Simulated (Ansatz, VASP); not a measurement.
## ZrReH in VASP and in Ansatz

```xyz
6
Lattice="3.1385 0.0000 0.0000 0.0000 3.1385 0.0000 0.0000 0.0000 8.0442" Properties=species:S:1:pos:R:3 pbc="T T T"
Zr    0.0000    1.5693    1.3953
Zr    1.5693    0.0000    6.6489
H     0.0000    0.0000    0.0000
H     1.5693    1.5693    0.0000
Re    0.0000    1.5693    4.7119
Re    1.5693    0.0000    3.3324
```

Alike in both runs: functional r2SCAN; k mesh 5 × 5 × 3; no spin polarisation.

Ansatz relaxed the structure, and its values are those at the end. VASP's run is a single point on that final structure, the one shown.

```csv
,VASP,Ansatz
version,VASP 6.6.1,Ansatz 0.2.0
potentials or method,"VASP PAW PBE potentials, release 64 (Zr_sv, H, Re), cutoff 520 eV",PAW plane waves
occupations,"fermi-dirac, width 0.1 eV",fermi-dirac
valence electrons in the cell,40,56
```

```csv
,VASP,Ansatz,Ansatz less VASP
gap on the k mesh at the Fermi level (eV),none,none,-
pressure (GPa),-0.3,0.0,+0.34
rms of the force components (eV/Å),0.013,0.001,-0.0124
```

VASP's potentials were made for PBE, not for r2SCAN. A gap of «none» marks a metal or a gap that the smearing closes. VASP's potentials hold 40 valence electrons a cell and Ansatz's 56, so a difference there can come from the potentials and not from the codes.

The k mesh is coarse, so the values compare programs but aren't converged. Neither program's run includes spin-orbit coupling.
